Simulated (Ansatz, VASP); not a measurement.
## One calculation of B, two programs

```xyz
2
Lattice="0.0000 2.0442 2.0442 2.0442 0.0000 2.0442 2.0442 2.0442 0.0000" Properties=species:S:1:pos:R:3 pbc="T T T"
B     0.5110    0.5110    0.5110
B     3.5773    3.5773    3.5773
```

Alike in both runs: functional BLYP; k mesh 13 × 13 × 13; occupations fermi-dirac, width 0.1 eV; no spin polarisation.

Ansatz relaxed the structure, and its values are those at the end. VASP's run is a single point on that final structure, the one shown.

|  | VASP | Ansatz |
| --- | --- | --- |
| version | VASP 6.6.1 | Ansatz 0.2.0 |
| potentials or method | VASP PAW PBE potentials, release 64 (B), cutoff 520 eV | plane waves (420 eV) with PAW, scalar-relativistic |
| valence electrons in the cell | 6 | 6 |

```csv
,VASP,Ansatz,Ansatz less VASP
pressure (GPa),0.0,0.0,-0.02
```

VASP's potentials were made for PBE, not for BLYP.
